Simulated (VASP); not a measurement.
Here is a VASP 6.6.1 calculation.

The input INCAR:

```
  PREC = Accurate
  ENCUT = 600
  EDIFF = 1E-7
  ISMEAR = 0
  SIGMA = 0.1
  LREAL = F
  LASPH = T
  NELM = 100
  ALGO = Normal
  ISIF = 3
  LWAVE = F
  LCHARG = F
  GGA = PE
  IBRION = 2
  NSW = 90
  EDIFFG = -0.04
```

The input KPOINTS:

```
regular mesh
0
Gamma
  6 6 4
```

File POSCAR:

```
TaTi2Si3
1.0
    4.9751430500      0.0000000000      0.0000000000
   -2.4875715200      4.3086002600      0.0000000000
    0.0000000000      0.0000000000      3.9216634100
Ti Ta Si
2 1 3
Direct
    0.3333333300      0.6666666700      0.0000000000
    0.6666666700      0.3333333300      0.0000000000
    0.0000000000      0.0000000000      0.0000000000
    0.5000000000      0.0000000000      0.5000000000
    0.5000000000      0.5000000000      0.5000000000
    0.0000000000      0.5000000000      0.5000000000
```

Potentials or basis: VASP PAW PBE potentials, release 64 (Ti_sv, Ta_pv, Si).

Command:

```sh
$ cat potpaw_PBE.64/Ti_sv/POTCAR potpaw_PBE.64/Ta_pv/POTCAR potpaw_PBE.64/Si/POTCAR > POTCAR
$ mpirun -np 1 vasp_std > vasp.out
```

(1) Predict the space group after relaxing (to 0.1 Å).

(2) What does it give for the band gap on the k mesh?

(3) Estimate the relaxed cell.

(4) Predict the relaxed volume.

Results:

(1) P6/mmm (No. 191).

(2) zero (an odd number of electrons rules out a gap without spin polarisation).

(3) a = 5.077 Å, b = 5.077 Å, c = 4.192 Å, α = 90.00°, β = 90.00°, γ = 120.00°.

(4) 15.59 Å³/atom.

Caveat: the k points lie up to 0.37 Å⁻¹ apart in the final cell, too coarse for converged energies and pressures of a metal; spin-orbit coupling is left out, which moves the levels of the heavy elements.
